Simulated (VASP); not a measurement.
Ti, 1 atom in the cell. Symmetry: Im-3m, No. 229, cubic system. Conventional cell: a = 3.266 Å, b = 3.266 Å, c = 3.266 Å, α = 90.00°, β = 90.00°, γ = 90.00°. Ti (site symmetry m-3m) has 14 Ti at 2.83 to 3.27 Å within 3.7 Å.  This cell differs from its parent crystal: volume 17.418 Å^3 an atom, c/a of the conventional cell 1.0000.

```yaml
Program: VASP 6.6.1
Task: single point
Functional: PBEsol
Potentials_or_basis: VASP PAW PBE potentials, release 64 (Ti_sv)
Cutoff: 520 eV
k_mesh: 22 × 22 × 22
Occupations: gaussian, width 0.15 eV
Spin: no spin polarisation
Dipole_correction: no
Further_INCAR_settings: ALGO = Fast; EDIFF = 1e-07; NBANDS = 12
```

Potentials or basis: VASP PAW PBE potentials, release 64 (Ti_sv).

Run with:

```bash
$ cat potpaw_PBE.64/Ti_sv/POTCAR > POTCAR
$ mpirun -np 1 vasp_std > vasp.out
```

Hardware: 1 thread of Intel(R) Xeon(R) Platinum 8559C (Emerald Rapids), with other jobs on the host.

Estimate the wall time of this run.

It took 60 s on 1 thread of Intel(R) Xeon(R) Platinum 8559C (Emerald Rapids) (shared host), peak memory 0.18 GiB. Counts: scf iterations 26, k points 328.
